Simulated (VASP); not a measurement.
# CdSe (F-43m) in VASP: further runs

The runs below take CdSe through single point, with PBEsol+D3(BJ).

All numbers are computed with VASP 6.6.1; they aren't measurements. Logs are shortened: lines on timing, memory, paths and dates and some standing lists are left out, and cuts for length are marked.

## Step 1: The cell of the first run

It takes space group F-43m (No. 216, cubic). The conventional cell has a = 6.141 Å, b = 6.141 Å, c = 6.141 Å, α = 90.00°, β = 90.00°, γ = 90.00°. Within 3.5 Å of Cd (site symmetry -43m) lie 4 Se at 2.66 Å. Within 3.5 Å of Se (site symmetry -43m) lie 4 Cd at 2.66 Å.

## Step 2: Single point, PBEsol+D3(BJ)

Input file INCAR:

```
PREC     = Accurate       # precision mode
ENCUT    = 520            # plane-wave cutoff, eV
EDIFF    = 1E-6           # SCF threshold, eV
ISMEAR   = 0              # smearing method
SIGMA    = 0.1            # smearing width, eV
LREAL    = False          # projectors in reciprocal space
LASPH    = True           # aspherical terms in the spheres
NELM     = 80             # most SCF steps
ALGO     = Normal         # electronic algorithm
ISIF     = 2              # what is computed and relaxed
LWAVE    = False          # write WAVECAR
LCHARG   = True           # write CHGCAR
GGA      = PS             # functional
IVDW     = 12             # dispersion correction
LELF     = True           # ELF
LVHAR    = True         
NBANDS   = 16             # bands
```

Input file KPOINTS:

```
Automatic mesh
0
Gamma
  8 8 8
```

Input file POSCAR:

```
CdSe
1.0
    0.0000000000      3.0702711986      3.0702711986
    3.0702711986      0.0000000000      3.0702711986
    3.0702711986      3.0702711986      0.0000000000
Cd Se
1 1
Direct
    0.0000000000      0.0000000000      0.0000000000
    0.2500000000      0.2500000000      0.2500000000
```

Potentials or basis: VASP PAW PBE potentials, release 64 (Cd, Se).

Command:

```console
$ cat potpaw_PBE.64/Cd/POTCAR potpaw_PBE.64/Se/POTCAR > POTCAR
$ mpirun -np 1 vasp_std > vasp.out
```

OUTCAR:

```text
PREC = Accurate
   ENCUT = 520
   EDIFF = 1E-6
   ISMEAR = 0
   LREAL = False
   LASPH = True
   NELM = 80
   ISIF = 2
   GGA = PS
   IVDW = 12
 IVDW          = 12

 ion  position               nearest neighbor table
   1  0.000  0.000  0.000-   2 2.66   2 2.66   2 2.66   2 2.66
   2  0.250  0.250  0.250-   1 2.66   1 2.66   1 2.66   1 2.66

  LATTYP: Found a face centered cubic cell.
 ALAT       =     6.1405423972

  Lattice vectors:

 A1 = (   0.0000000000,   3.0702711986,   3.0702711986)
 A2 = (   3.0702711986,   0.0000000000,   3.0702711986)
 A3 = (   3.0702711986,   3.0702711986,   0.0000000000)

Analysis of symmetry for initial positions (statically):
=====================================================================
 Subroutine PRICEL returns:
 Original cell was already a primitive cell.

 Routine SETGRP: Setting up the symmetry group for a
 face centered cubic supercell.

 Subroutine GETGRP returns: Found 24 space group operations
 (whereof 24 operations were pure point group operations)
 out of a pool of 48 trial point group operations.

The static configuration has the point symmetry T_d .

Analysis of symmetry for dynamics (positions and initial velocities):
=====================================================================
 Subroutine PRICEL returns:
 Original cell was already a primitive cell.

 Routine SETGRP: Setting up the symmetry group for a
 face centered cubic supercell.

 Subroutine GETGRP returns: Found 24 space group operations
 (whereof 24 operations were pure point group operations)
 out of a pool of 48 trial point group operations.

The dynamic configuration has the point symmetry T_d .

 Subroutine INISYM returns: Found 24 space group operations
 (whereof 24 operations are pure point group operations),
 and found     1 'primitive' translations

----------------------------------------------------------------------------------------

                                     Primitive cell

  volume of cell :      57.8842

  direct lattice vectors                    reciprocal lattice vectors
     0.000000000  3.070271199  3.070271199    -0.162852063  0.162852063  0.162852063
     3.070271199  0.000000000  3.070271199     0.162852063 -0.162852063  0.162852063
     3.070271199  3.070271199  0.000000000     0.162852063  0.162852063 -0.162852063

  length of vectors
     4.342019169  4.342019169  4.342019169     0.282068048  0.282068048  0.282068048

  position of ions in fractional coordinates (direct lattice)
     0.000000000  0.000000000  0.000000000
     0.250000000  0.250000000  0.250000000

  ion indices of the primitive-cell ions
   primitive index   ion index
                 1           1
                 2           2

----------------------------------------------------------------------------------------

 KPOINTS: Automatic mesh

Automatic generation of k-mesh.
 Grid dimensions read from file:
 generate k-points for:    8    8    8

 Generating k-lattice:

  Cartesian coordinates                     Fractional coordinates (reciprocal lattice)
    -0.020356508  0.020356508  0.020356508     0.125000000  0.000000000  0.000000000
     0.020356508 -0.020356508  0.020356508     0.000000000  0.125000000  0.000000000
     0.020356508  0.020356508 -0.020356508     0.000000000  0.000000000  0.125000000

  Length of vectors
     0.035258506  0.035258506  0.035258506

  Shift w.r.t. Gamma in fractional coordinates (k-lattice)
     0.000000000  0.000000000  0.000000000

 Subroutine IBZKPT returns following result:
 ===========================================

 Found     29 irreducible k-points:

 Following reciprocal coordinates:
            Coordinates               Weight
  0.000000  0.000000  0.000000      1.000000
  0.125000  0.000000  0.000000      8.000000
  0.250000  0.000000  0.000000      8.000000
  0.375000  0.000000  0.000000      8.000000
  0.500000  0.000000  0.000000      4.000000
  0.125000  0.125000  0.000000      6.000000
[... 16 lines left out ...]
  0.500000  0.250000  0.125000     48.000000
 -0.375000  0.250000  0.125000     24.000000
 [... further k-points ...]
   k-points           NKPTS =     29   k-points in BZ     NKDIM =     29   number of bands    NBANDS=     16
   number of dos      NEDOS =    301   number of ions     NIONS =      2
   total plane-waves  NPLWV =  32768
   dimension x,y,z NGX =    32 NGY =   32 NGZ =   32
   dimension x,y,z NGXF=    64 NGYF=   64 NGZF=   64
   ions per type =               1   1
   NGX,Y,Z   is equivalent  to a cutoff of  12.25, 12.25, 12.25 a.u.
   NGXF,Y,Z  is equivalent  to a cutoff of  24.50, 24.50, 24.50 a.u.
 SYSTEM =  unknown system
   PREC   = accura    normal or accurate (medium, high low for compatibility)
   ISTART =      0    job   : 0-new  1-cont  2-samecut
   ICHARG =      2    charge: 1-file 2-atom 10-const
   ISPIN  =      1    spin polarized calculation?
   LNONCOLLINEAR =      F non collinear calculations
   LSORBIT =      F    spin-orbit coupling
   LASPH  =      T    aspherical Exc in radial PAW
   ENCUT  =  520.0 eV  38.22 Ry    6.18 a.u.   8.07  8.07  8.07*2*pi/ulx,y,z
   NELM   =     80;   NELMIN=  2; NELMDL= -5     # of ELM steps
   EDIFF  = 0.1E-05   stopping-criterion for ELM
   LREAL  =      F    real-space projection
   EDIFFG = 0.1E-04   stopping-criterion for IOM
   NSW    =      0    number of steps for IOM
   IBRION =     -1    ionic relax: 0-MD 1-quasi-New 2-CG
   NFREE  =      0    steps in history (QN), initial steepest desc. (CG)
   ISIF   =      2    stress and relaxation
   ISYM   =      2    0-nonsym 1-usesym 2-fastsym
   POTIM  = 0.5000    time-step for ionic-motion
   TEBEG  =    0.0;   TEEND  =   0.0 temperature during run
   PSTRESS=    0.0 pullay stress
   NELECT =      18.0000    total number of electrons
   NUPDOWN=      -1.0000    fix difference up-down
   EMIN   =  10.00;   EMAX   =-10.00  energy-range for DOS
   EFERMI =   0.00;   METHOD = LEGACY
   ISMEAR =     0;   SIGMA  =   0.10  broadening in eV -4-tet -1-fermi 0-gaus
   EFERMI_NEDOS =   21; number of points for ismear=-14 and -15
   IALGO  =     38    algorithm
   IMIX   =      4    mixing-type and parameters
     AMIX     =   0.40;   BMIX     =  1.00
     AMIX_MAG =   1.60;   BMIX_MAG =  1.00
  volume/ion in A,a.u.               =      28.94       195.31
  Fermi-wavevector in a.u.,A,eV,Ry     =   1.109121  2.095935 16.737199  1.230149
  Thomas-Fermi vector in A             =   2.245657
   LORBIT       =      0    0 simple, 1 ext, 2 COOP (PROOUT), +10 PAW based schemes
   GGA     = PS    functional components
   LHFCALC =     F    Hartree Fock is set to
   AEXX    =    0.0000 exact exchange contribution
   IVDW    =    12    specifies the selected vdW correction
   LEPSILON=     F    determine dielectric tensor
   LRPA    =     F    only Hartree local field effects (RPA)
 non-spin polarized calculation
 Gauss-broadening in eV      SIGMA  =   0.10
  energy-cutoff  :      520.00
  volume of cell :       57.88
 maximum number of plane-waves:      1588
   NGX = 17   NGY = 17   NGZ = 17

 number of electron      18.0000008 magnetization

 Free energy of the ion-electron system (eV)
  ---------------------------------------------------
  ext. energy  EPLUGINS =         0.00000000
  ---------------------------------------------------
  free energy    TOTEN  =        -6.17290218 eV

  energy without entropy =       -6.17289816  energy(sigma->0) =       -6.17290017

 E-fermi :   0.8143     XC(G=0):  -8.9695

 val. band max:        0.5892865726   @ k =   0.0000   0.0000   0.0000
 cond. band min:       1.0156290325   @ k =   0.0000   0.0000   0.0000
 fundamental gap:      0.4263424599
 Fermi energy:         0.8142798050

 k-point     1 :       0.0000    0.0000    0.0000
  band No.  band energies     occupation
      1     -11.8773      2.00000
      2      -7.2287      2.00000
      3      -7.2287      2.00000
      4      -7.2287      2.00000
      5      -6.8776      2.00000
      6      -6.8776      2.00000
[... 8 lines left out ...]
     15      11.5878      0.00000
     16      11.5878      0.00000

 k-point     2 :       0.1250    0.0000    0.0000
  band No.  band energies     occupation
      1     -11.8262      2.00000
      2      -7.2125      2.00000
      3      -7.2125      2.00000
      4      -7.1830      2.00000
      5      -6.8784      2.00000
      6      -6.8784      2.00000
[... 8 lines left out ...]
     15      10.8016      0.00000
     16      10.8074      0.00000

 k-point     3 :       0.2500    0.0000    0.0000
  band No.  band energies     occupation
      1     -11.7013      2.00000
      2      -7.1773      2.00000
      3      -7.1773      2.00000
      4      -7.0288      2.00000
      5      -6.8757      2.00000
      6      -6.8757      2.00000
[... 8 lines left out ...]
     15      10.5524      0.00000
     16      10.5524      0.00000

 k-point     4 :       0.3750    0.0000    0.0000
  band No.  band energies     occupation
      1     -11.5748      2.00000
      2      -7.1494      2.00000
      3      -7.1494      2.00000
      4      -6.8638      2.00000
      5      -6.8638      2.00000
      6      -6.7711      2.00000
[... 8 lines left out ...]
     15      11.4102      0.00000
     16      11.4102      0.00000
[... 324 lines left out ...]
 k-point    22 :       0.3750    0.2500    0.1250
  band No.  band energies     occupation
      1     -11.6089      2.00000
      2      -7.1384      2.00000
      3      -7.1203      2.00000
      4      -6.9795      2.00000
      5      -6.8696      2.00000
      6      -6.8345      2.00000
[... 8 lines left out ...]
     15      11.9683      0.00000
     16      13.0402      0.00000

 k-point    23 :       0.5000    0.2500    0.1250
  band No.  band energies     occupation
      1     -11.5084      2.00000
      2      -7.1117      2.00000
      3      -7.0951      2.00000
      4      -6.9200      2.00000
      5      -6.8571      2.00000
      6      -6.6563      2.00000
[... 8 lines left out ...]
     15      12.2595      0.00000
     16      12.9864      0.00000

 k-point    24 :      -0.3750    0.2500    0.1250
  band No.  band energies     occupation
      1     -11.4669      2.00000
      2      -7.1068      2.00000
      3      -7.0836      2.00000
      4      -6.8961      2.00000
      5      -6.8624      2.00000
      6      -6.5245      2.00000
[... 8 lines left out ...]
     15      12.0668      0.00000
     16      13.0183      0.00000

 [... further k-points ...]

------------------------ aborting loop because EDIFF is reached ----------------------------------------

 Edisp (eV)   -0.57388

 E8    (eV) :    -0.3757

  FORCE on cell =-STRESS in cart. coord.  units (eV):
  Direction    XX          YY          ZZ          XY          YZ          ZX
  --------------------------------------------------------------------------------------
  -------------------------------------------------------------------------------------
  Total      -0.97731    -0.97731    -0.97731    -0.00000     0.00000     0.00000
  in kB     -27.05098   -27.05098   -27.05098    -0.00000     0.00000     0.00000
  external pressure =      -27.05 kB  Pullay stress =        0.00 kB

 VOLUME and BASIS-vectors are now :
 -----------------------------------------------------------------------------
  energy-cutoff  :      520.00
  volume of cell :       57.88
      direct lattice vectors                 reciprocal lattice vectors
     0.000000000  3.070271199  3.070271199    -0.162852063  0.162852063  0.162852063
     3.070271199  0.000000000  3.070271199     0.162852063 -0.162852063  0.162852063
     3.070271199  3.070271199  0.000000000     0.162852063  0.162852063 -0.162852063

 POSITION                                       TOTAL-FORCE (eV/Angst)
 -----------------------------------------------------------------------------------
      0.00000      0.00000      0.00000        -0.000000     -0.000000     -0.000000
      1.53514      1.53514      1.53514         0.000000      0.000000      0.000000
 -----------------------------------------------------------------------------------
    total drift:                               -0.000000     -0.000000     -0.000000

  FREE ENERGIE OF THE ION-ELECTRON SYSTEM (eV)
  ---------------------------------------------------
  free  energy   TOTEN  =        -6.7467845445 eV

  energy  without entropy=       -6.7467805277  energy(sigma->0) =       -6.74678254
```

Wall time 23 s (1 thread of Intel Xeon Platinum 8488C (Sapphire Rapids), shared host); peak memory 0.19 GiB.

Results:

```
Free energy                : -6.7468 eV
Pressure                   : -2.7 GPa
Band gap on the k mesh     : 0.43 eV, direct
Dispersion energy per atom : -0.287 eV
```

Caveat: three body term missing; the PAW data sets were made with another functional, which shifts forces and pressure a little.

## Step 3: Single point, PBEsol+D3(BJ) (volume scaled by 1.02)

Input file INCAR:

```
SYSTEM = CdSe
PREC     = Accurate       ! precision mode
ENCUT    = 520            ! plane-wave cutoff, eV
EDIFF    = 1E-6           ! SCF threshold, eV
ISMEAR   = 0              ! smearing method
SIGMA    = 0.1            ! smearing width, eV
LREAL    = .FALSE.        ! projectors in reciprocal space
LASPH    = .TRUE.         ! aspherical terms in the spheres
NELM     = 80             ! most SCF steps
ALGO     = Normal         ! electronic algorithm
ISIF     = 2              ! what is computed and relaxed
LWAVE    = .FALSE.        ! write WAVECAR
LCHARG   = .FALSE.        ! write CHGCAR
GGA      = PS             ! functional
IVDW     = 12             ! dispersion correction
NBANDS   = 16             ! bands
```

Input file KPOINTS:

```
regular mesh
0
G
  8 8 8
  0 0 0
```

Input file POSCAR:

```
CdSe
1.0
    0.0000000000      3.0906047130      3.0906047130
    3.0906047130      0.0000000000      3.0906047130
    3.0906047130      3.0906047130      0.0000000000
Cd Se
1 1
Direct
    0.0000000000      0.0000000000      0.0000000000
    0.2500000000      0.2500000000      0.2500000000
```

Potentials or basis: VASP PAW PBE potentials, release 64 (Cd, Se).

Command:

```console
$ cat potpaw_PBE.64/Cd/POTCAR potpaw_PBE.64/Se/POTCAR > POTCAR
$ mpirun -np 1 vasp_std > vasp.out
```

OUTCAR:

```text
SYSTEM = CdSe
   PREC = Accurate
   ENCUT = 520
   EDIFF = 1E-6
   ISMEAR = 0
   LREAL = .FALSE.
   LASPH = .TRUE.
   NELM = 80
   ISIF = 2
   GGA = PS
   IVDW = 12
 IVDW          = 12

 ion  position               nearest neighbor table
   1  0.000  0.000  0.000-   2 2.68   2 2.68   2 2.68   2 2.68
   2  0.250  0.250  0.250-   1 2.68   1 2.68   1 2.68   1 2.68

  LATTYP: Found a face centered cubic cell.
 ALAT       =     6.1812094260

  Lattice vectors:

[... 642 lines left out ...]
 [... further k-points ...]

------------------------ aborting loop because EDIFF is reached ----------------------------------------

 Edisp (eV)   -0.56261

 E8    (eV) :    -0.3684

  FORCE on cell =-STRESS in cart. coord.  units (eV):
  Direction    XX          YY          ZZ          XY          YZ          ZX
  --------------------------------------------------------------------------------------
  -------------------------------------------------------------------------------------
  Total      -1.30049    -1.30049    -1.30049     0.00000     0.00000     0.00000
  in kB     -35.29045   -35.29045   -35.29045     0.00000     0.00000     0.00000
  external pressure =      -35.29 kB  Pullay stress =        0.00 kB

 VOLUME and BASIS-vectors are now :
 -----------------------------------------------------------------------------
  energy-cutoff  :      520.00
  volume of cell :       59.04
      direct lattice vectors                 reciprocal lattice vectors
     0.000000000  3.090604713  3.090604713    -0.161780637  0.161780637  0.161780637
     3.090604713  0.000000000  3.090604713     0.161780637 -0.161780637  0.161780637
     3.090604713  3.090604713  0.000000000     0.161780637  0.161780637 -0.161780637

 POSITION                                       TOTAL-FORCE (eV/Angst)
 -----------------------------------------------------------------------------------
      0.00000      0.00000      0.00000         0.000000      0.000000      0.000000
      1.54530      1.54530      1.54530        -0.000000     -0.000000     -0.000000
 -----------------------------------------------------------------------------------
    total drift:                               -0.000000     -0.000000     -0.000000

  FREE ENERGIE OF THE ION-ELECTRON SYSTEM (eV)
  ---------------------------------------------------
  free  energy   TOTEN  =        -6.7242601252 eV

  energy  without entropy=       -6.7242512431  energy(sigma->0) =       -6.72425568
```

Wall time 30 s (1 thread of Intel Xeon Platinum 8488C (Sapphire Rapids), shared host); peak memory 0.21 GiB.

Results:

```
Free energy                : -6.7243 eV
Pressure                   : -3.5 GPa
Band gap on the k mesh     : 0.39 eV, direct
Dispersion energy per atom : -0.281 eV
```

Caveat: three body term missing; the PAW data sets were made with another functional, which shifts forces and pressure a little.
